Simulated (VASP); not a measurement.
# Rb2CuBiF6 (Fm-3m) in VASP: single point with PBEsol

Aim: the single point of Rb2CuBiF6 with PBEsol.

Everything below comes from runs of VASP 6.6.1. Logs are shortened: lines on timing, memory, paths and dates and some standing lists are left out, and cuts for length are marked.

## Step 1: The cell of the first run

Symmetry: Fm-3m, No. 225, cubic system. Conventional cell: a = 9.047 Å, b = 9.047 Å, c = 9.047 Å, α = 90.00°, β = 90.00°, γ = 90.00°. Within 4.2 Å of Rb (site symmetry -43m) lie 12 F at 3.20 Å and 4 Cu at 3.92 Å and 4 Bi at 3.92 Å. Cu (site symmetry m-3m) has 6 F at 2.23 Å within 3.0 Å. Within 3.0 Å of Bi (site symmetry m-3m) lie 6 F at 2.29 Å. Within 3.0 Å of F (site symmetry 4mm) lie 1 Cu at 2.23 Å and 1 Bi at 2.29 Å.

## Step 2: Single point, PBEsol

POSCAR

```
Rb2CuBiF6
1.0
    0.0000000000      4.5233320000      4.5233320000
    4.5233320000      0.0000000000      4.5233320000
    4.5233320000      4.5233320000      0.0000000000
Rb Cu Bi F
2 1 1 6
Direct
    0.7500000000      0.7500000000      0.7500000000
    0.2500000000      0.2500000000      0.2500000000
    0.5000000000      0.5000000000      0.5000000000
    0.0000000000      0.0000000000      0.0000000000
    0.7466010000      0.2533990000      0.2533990000
    0.2533990000      0.2533990000      0.7466010000
    0.2533990000      0.7466010000      0.7466010000
    0.2533990000      0.7466010000      0.2533990000
    0.7466010000      0.2533990000      0.7466010000
    0.7466010000      0.7466010000      0.2533990000
```

INCAR.step1

```
SYSTEM = Rb2CuBiF6
PREC = Accurate
ENCUT = 520
EDIFF = 1E-6
ISMEAR = 0
SIGMA = 0.01
LREAL = .FALSE.
LASPH = .TRUE.
NELM = 80
ALGO = Normal
ISIF = 2
LWAVE = .FALSE.
LCHARG = .TRUE.
LMAXMIX = 4
GGA = PS
NBANDS = 54
```

KPOINTS.step1

```
Automatic mesh
0
G
  4 4 4
  0 0 0
```

INCAR.step2

```
SYSTEM = Rb2CuBiF6
PREC = Accurate
ENCUT = 520
EDIFF = 1E-6
ISMEAR = -5
SIGMA = 0.01
LREAL = .FALSE.
LASPH = .TRUE.
NELM = 80
ALGO = Normal
ISIF = 2
LWAVE = .FALSE.
LCHARG = .FALSE.
LMAXMIX = 4
GGA = PS
LORBIT = 10
NBANDS = 54
NEDOS = 1001
ICHARG = 11
```

KPOINTS.step2

```
Automatic mesh
0
G
  6 6 6
  0 0 0
```

Potentials or basis: VASP PAW PBE potentials, release 64 (Rb_sv, Cu, Bi_d, F).

On the command line:

```sh
> cat potpaw_PBE.64/Rb_sv/POTCAR potpaw_PBE.64/Cu/POTCAR potpaw_PBE.64/Bi_d/POTCAR potpaw_PBE.64/F/POTCAR > POTCAR
> cp INCAR.step1 INCAR
> cp KPOINTS.step1 KPOINTS
> mpirun -np 1 vasp_std > vasp.out
> cp INCAR.step2 INCAR
> cp KPOINTS.step2 KPOINTS
> mpirun -np 1 vasp_std > vasp.out
```

OUTCAR:

```text
SYSTEM = Rb2CuBiF6
   PREC = Accurate
   ENCUT = 520
   EDIFF = 1E-6
   ISMEAR = -5
   LREAL = .FALSE.
   LASPH = .TRUE.
   NELM = 80
   ISIF = 2
   GGA = PS
   LORBIT = 10
   ICHARG = 11

 ion  position               nearest neighbor table
   1  0.750  0.750  0.750-   6 3.20   7 3.20   8 3.20   5 3.20   6 3.20   9 3.20   5 3.20   8 3.20
                            10 3.20   7 3.20   9 3.20  10 3.20   3 3.92   4 3.92   3 3.92   3 3.92
   2  0.250  0.250  0.250-   5 3.20   6 3.20   8 3.20   6 3.20   7 3.20   9 3.20   7 3.20   8 3.20
                            10 3.20   5 3.20   9 3.20  10 3.20   3 3.92   4 3.92   4 3.92   3 3.92
   3  0.500  0.500  0.500-   5 2.23   6 2.23   7 2.23   8 2.23   9 2.23  10 2.23   2 3.92   2 3.92
                             1 3.92   2 3.92   2 3.92   1 3.92   1 3.92   1 3.92
   4  0.000  0.000  0.000-   5 2.29   6 2.29   7 2.29   8 2.29   9 2.29  10 2.29   1 3.92   1 3.92
                             1 3.92   2 3.92   1 3.92   2 3.92   2 3.92   2 3.92
   5  0.747  0.253  0.253-   3 2.23   4 2.29   2 3.20   2 3.20   1 3.20   1 3.20
   6  0.253  0.253  0.747-   3 2.23   4 2.29   2 3.20   2 3.20   1 3.20   1 3.20
   7  0.253  0.747  0.747-   3 2.23   4 2.29   1 3.20   2 3.20   2 3.20   1 3.20
   8  0.253  0.747  0.253-   3 2.23   4 2.29   2 3.20   2 3.20   1 3.20   1 3.20
   9  0.747  0.253  0.747-   3 2.23   4 2.29   1 3.20   2 3.20   2 3.20   1 3.20
  10  0.747  0.747  0.253-   3 2.23   4 2.29   1 3.20   2 3.20   2 3.20   1 3.20

  LATTYP: Found a face centered cubic cell.
 ALAT       =     9.0466640000

  Lattice vectors:

 A1 = (   0.0000000000,   4.5233320000,   4.5233320000)
 A2 = (   4.5233320000,   0.0000000000,   4.5233320000)
 A3 = (   4.5233320000,   4.5233320000,   0.0000000000)

Analysis of symmetry for initial positions (statically):
=====================================================================
 Subroutine PRICEL returns:
 Original cell was already a primitive cell.

 Routine SETGRP: Setting up the symmetry group for a
 face centered cubic supercell.

 Subroutine GETGRP returns: Found 48 space group operations
 (whereof 48 operations were pure point group operations)
 out of a pool of 48 trial point group operations.

The static configuration has the point symmetry O_h .

Analysis of symmetry for dynamics (positions and initial velocities):
=====================================================================
 Subroutine PRICEL returns:
 Original cell was already a primitive cell.

 Routine SETGRP: Setting up the symmetry group for a
 face centered cubic supercell.

 Subroutine GETGRP returns: Found 48 space group operations
 (whereof 48 operations were pure point group operations)
 out of a pool of 48 trial point group operations.

The dynamic configuration has the point symmetry O_h .

 Subroutine INISYM returns: Found 48 space group operations
 (whereof 48 operations are pure point group operations),
 and found     1 'primitive' translations

----------------------------------------------------------------------------------------

                                     Primitive cell

  volume of cell :     185.0996

  direct lattice vectors                    reciprocal lattice vectors
     0.000000000  4.523332000  4.523332000    -0.110537984  0.110537984  0.110537984
     4.523332000  0.000000000  4.523332000     0.110537984 -0.110537984  0.110537984
     4.523332000  4.523332000  0.000000000     0.110537984  0.110537984 -0.110537984

  length of vectors
     6.396957462  6.396957462  6.396957462     0.191457404  0.191457404  0.191457404

  position of ions in fractional coordinates (direct lattice)
     0.750000000  0.750000000  0.750000000
     0.250000000  0.250000000  0.250000000
     0.500000000  0.500000000  0.500000000
     0.000000000  0.000000000  0.000000000
     0.746601000  0.253399000  0.253399000
     0.253399000  0.253399000  0.746601000
     0.253399000  0.746601000  0.746601000
     0.253399000  0.746601000  0.253399000
     0.746601000  0.253399000  0.746601000
     0.746601000  0.746601000  0.253399000

  ion indices of the primitive-cell ions
   primitive index   ion index
                 1           1
                 2           2
                 3           3
                 4           4
                 5           5
                 6           6
                 7           7
[... 28 lines left out ...]
 ===========================================

 Found     16 irreducible k-points:

 Following reciprocal coordinates:
            Coordinates               Weight
  0.000000  0.000000  0.000000      1.000000
  0.166667  0.000000  0.000000      8.000000
  0.333333  0.000000  0.000000      8.000000
  0.500000  0.000000  0.000000      4.000000
  0.166667  0.166667  0.000000      6.000000
  0.333333  0.166667  0.000000     24.000000
[... 8 lines left out ...]
 -0.333333  0.333333  0.166667     24.000000
 -0.333333  0.500000  0.166667     12.000000
   k-points           NKPTS =     16   k-points in BZ     NKDIM =     16   number of bands    NBANDS=     54
   number of dos      NEDOS =   1001   number of ions     NIONS =     10
   total plane-waves  NPLWV = 110592
   dimension x,y,z NGX =    48 NGY =   48 NGZ =   48
   dimension x,y,z NGXF=    96 NGYF=   96 NGZF=   96
   ions per type =               2   1   1   6
   NGX,Y,Z   is equivalent  to a cutoff of  12.47, 12.47, 12.47 a.u.
   NGXF,Y,Z  is equivalent  to a cutoff of  24.95, 24.95, 24.95 a.u.
 SYSTEM =  Rb2CuBiF6
   PREC   = accura    normal or accurate (medium, high low for compatibility)
   ISTART =      0    job   : 0-new  1-cont  2-samecut
   ICHARG =     11    charge: 1-file 2-atom 10-const
   ISPIN  =      1    spin polarized calculation?
   LNONCOLLINEAR =      F non collinear calculations
   LSORBIT =      F    spin-orbit coupling
   LASPH  =      T    aspherical Exc in radial PAW
   ENCUT  =  520.0 eV  38.22 Ry    6.18 a.u.  11.89 11.89 11.89*2*pi/ulx,y,z
   NELM   =     80;   NELMIN=  2; NELMDL=  0     # of ELM steps
   EDIFF  = 0.1E-05   stopping-criterion for ELM
   LREAL  =      F    real-space projection
   EDIFFG = 0.1E-04   stopping-criterion for IOM
   NSW    =      0    number of steps for IOM
   IBRION =     -1    ionic relax: 0-MD 1-quasi-New 2-CG
   NFREE  =      0    steps in history (QN), initial steepest desc. (CG)
   ISIF   =      2    stress and relaxation
   ISYM   =      2    0-nonsym 1-usesym 2-fastsym
   POTIM  = 0.5000    time-step for ionic-motion
   TEBEG  =    0.0;   TEEND  =   0.0 temperature during run
   PSTRESS=    0.0 pullay stress
   NELECT =      86.0000    total number of electrons
   NUPDOWN=      -1.0000    fix difference up-down
   EMIN   =  10.00;   EMAX   =-10.00  energy-range for DOS
   EFERMI =   0.00;   METHOD = LEGACY
   ISMEAR =    -5;   SIGMA  =   0.01  broadening in eV -4-tet -1-fermi 0-gaus
   EFERMI_NEDOS =   21; number of points for ismear=-14 and -15
   IALGO  =     38    algorithm
   IMIX   =      4    mixing-type and parameters
     AMIX     =   0.40;   BMIX     =  1.00
     AMIX_MAG =   1.60;   BMIX_MAG =  1.00
  volume/ion in A,a.u.               =      18.51       124.91
  Fermi-wavevector in a.u.,A,eV,Ry     =   1.267961  2.396099 21.874423  1.607725
  Thomas-Fermi vector in A             =   2.401081
   LORBIT       =     10    0 simple, 1 ext, 2 COOP (PROOUT), +10 PAW based schemes
   GGA     = PS    functional components
   LHFCALC =     F    Hartree Fock is set to
   AEXX    =    0.0000 exact exchange contribution
   IVDW    =     0    specifies the selected vdW correction
   LEPSILON=     F    determine dielectric tensor
   LRPA    =     F    only Hartree local field effects (RPA)
 non-spin polarized calculation
 Fermi weights with tetrahedron method with Bloechl corrections
  energy-cutoff  :      520.00
  volume of cell :      185.10
 maximum number of plane-waves:      5004

 number of electron      86.0000002 magnetization

 Free energy of the ion-electron system (eV)
  ---------------------------------------------------
  ext. energy  EPLUGINS =         0.00000000
  ---------------------------------------------------
  free energy    TOTEN  =       -44.54131759 eV

  energy without entropy =      -44.54131759  energy(sigma->0) =      -44.54131759

 E-fermi :   2.9362     XC(G=0):  -9.0634

 val. band max:        2.9043138163   @ k =   0.5000   0.5000   0.0000
 cond. band min:       3.8057571796   @ k =   0.5000   0.0000   0.0000
 fundamental gap:      0.9014433633
 Fermi energy:         2.9361873927

 k-point     1 :       0.0000    0.0000    0.0000
  band No.  band energies     occupation
      1     -24.5587      2.00000
      2     -24.5275      2.00000
      3     -22.0823      2.00000
      4     -22.0823      2.00000
      5     -21.4730      2.00000
      6     -21.4730      2.00000
[... 901 lines left out ...]
     53       9.2382      0.00000
     54       9.6216      0.00000

------------------------ aborting loop because EDIFF is reached ----------------------------------------

  FORCE on cell =-STRESS in cart. coord.  units (eV):
  Direction    XX          YY          ZZ          XY          YZ          ZX
  --------------------------------------------------------------------------------------
  -------------------------------------------------------------------------------------
  Total       -3.3288066     -3.3288066     -3.3288066     -0.0000000      0.0000000      0.0000000
  in kB      -28.8133503    -28.8133503    -28.8133503     -0.0000000      0.0000000      0.0000000
  external PRESSURE =     -28.8133503 kB  Pullay stress =       0.0000000 kB

 VOLUME and BASIS-vectors are now :
 -----------------------------------------------------------------------------
  energy-cutoff  :      520.00
  volume of cell :      185.10
      direct lattice vectors                 reciprocal lattice vectors
     0.000000000  4.523332000  4.523332000    -0.110537984  0.110537984  0.110537984
     4.523332000  0.000000000  4.523332000     0.110537984 -0.110537984  0.110537984
     4.523332000  4.523332000  0.000000000     0.110537984  0.110537984 -0.110537984

 POSITION                                       TOTAL-FORCE (eV/Angst)
 -----------------------------------------------------------------------------------
      6.78500      6.78500      6.78500         0.000000      0.000000      0.000000
      2.26167      2.26167      2.26167        -0.000000     -0.000000      0.000000
      4.52333      4.52333      4.52333         0.000000      0.000000      0.000000
      0.00000      0.00000      0.00000         0.000000      0.000000      0.000000
      2.29242      4.52333      4.52333         0.003375      0.000000      0.000000
      4.52333      4.52333      2.29242         0.000000      0.000000      0.003375
      6.75425      4.52333      4.52333        -0.003375      0.000000      0.000000
      4.52333      2.29242      4.52333         0.000000      0.003375      0.000000
      4.52333      6.75425      4.52333         0.000000     -0.003375      0.000000
      4.52333      4.52333      6.75425         0.000000      0.000000     -0.003375
 -----------------------------------------------------------------------------------
    total drift:                                0.000000     -0.000000     -0.000000

  FREE ENERGIE OF THE ION-ELECTRON SYSTEM (eV)
  ---------------------------------------------------
  free  energy   TOTEN  =       -44.5413175860 eV

  energy  without entropy=      -44.5413175860  energy(sigma->0) =      -44.54131759

 total charge

# of ion       s       p       d       tot
------------------------------------------
    1        1.932   5.355   0.014   7.300
    2        1.932   5.355   0.014   7.300
    3        0.161   0.140   9.437   9.737
    4        1.676   0.777  10.034  12.487
    5        1.739   4.301   0.000   6.040
    6        1.739   4.301   0.000   6.040
    7        1.739   4.301   0.000   6.040
    8        1.739   4.301   0.000   6.040
    9        1.739   4.301   0.000   6.040
   10        1.739   4.301   0.000   6.040
--------------------------------------------------
tot         16.133  37.433  19.497  73.063
```

Wall time 6.5 min (1 thread of Oxide Virtual Turin-like, shared host); peak memory 0.34 GiB.

Results:

```
Valence electrons inside the program's atomic spheres : Rb 7.30; Cu 9.74; Bi 12.49; F 6.04
```

Levels at points of the mesh, in eV from the valence-band top:
```tsv
k point	band 41	band 42	band 43	band 44	band 45	band 46
(0.00, 0.00, 0.00)	-0.70	-0.16	-0.16	1.65	1.65	1.65
(0.50, 0.00, 0.00)	-0.69	-0.40	-0.40	0.90	2.44	2.44
(0.50, 0.50, 0.00)	-0.67	-0.16	0.00	1.88	2.17	2.17
```

Caveat: the PAW data sets were made with another functional, which shifts forces and pressure a little; spin-orbit coupling is left out, which moves the levels of the heavy elements.
